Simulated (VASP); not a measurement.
# C: single point with PBE

The system is C.

```
C
1.0
     0.00000    1.78337    1.78337
     1.78337    0.00000    1.78337
     1.78337    1.78337    0.00000
C
2
Direct
  0.75000 0.75000 0.75000
  0.50000 0.50000 0.50000
```

```
Program             : VASP 6.6.1
Task                : single point
Functional          : PBE
Potentials or basis : VASP PAW PBE potentials, release 64 (C)
Cutoff              : 520 eV
k mesh              : 13 × 13 × 13
Occupations         : gaussian, width 0.021 eV
Spin                : no spin polarisation
```

The pressure is 2.5 GPa and the band gap on the k mesh is 4.14 eV, indirect (least direct gap 5.59 eV).

Levels at points of the mesh, in eV from the valence-band top:
| k point | band 1 | band 2 | band 3 | band 4 | band 5 | band 6 | band 7 | band 8 | band 9 |
| --- | --- | --- | --- | --- | --- | --- | --- | --- | --- |
| (0.00, 0.00, 0.00) | -21.48 | 0.00 | 0.00 | 0.00 | 5.59 | 5.59 | 5.59 | 13.33 | 19.29 |

Wall time 20 s on 1 thread of Intel Xeon 8259CL, on a shared host, peak memory 0.09 GiB.

A k mesh can miss the band edges.
